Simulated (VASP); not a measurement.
# AlP: single point with PBE+D3(BJ)

The system is AlP.

```
CELL_PARAMETERS angstrom
0.00000 2.70786 2.70786
2.70786 0.00000 2.70786
2.70786 2.70786 0.00000
ATOMIC_POSITIONS crystal
Al 0.00000 0.00000 0.00000
P 0.75000 0.75000 0.75000
```

This cell differs from its parent crystal: volume scaled by 0.98.

```yaml
Program: VASP 6.6.1
Task: single point
Functional: PBE
Dispersion: D3(BJ)
Potentials_or_basis: VASP PAW PBE potentials, release 64 (Al, P)
Cutoff: 500 eV
k_mesh: 8 × 8 × 8
Occupations: gaussian, width 0.05 eV
Spin: no spin polarisation
```

```
Pressure                   : 1.8 GPa
Band gap on the k mesh     : 1.53 eV, indirect (least direct gap 3.52 eV)
Dispersion energy per atom : -0.316 eV
```

Levels at points of the mesh, in eV from the valence-band top:
```csv
k point,band 1,band 2,band 3,band 4,band 5,band 6,band 7,band 8
"(0.00, 0.00, 0.00)",-11.65,0.00,0.00,0.00,3.52,4.60,4.60,4.60
"(0.50, 0.00, 0.00)",-9.91,-5.64,-0.78,-0.78,2.91,4.83,4.83,8.34
"(0.50, 0.50, 0.00)",-9.22,-5.39,-2.15,-2.15,1.53,2.46,11.28,11.28
```

It took 16 s on 1 thread of Intel Xeon 8259CL (shared host), peak memory 0.16 GiB.

 A k mesh can miss the band edges.
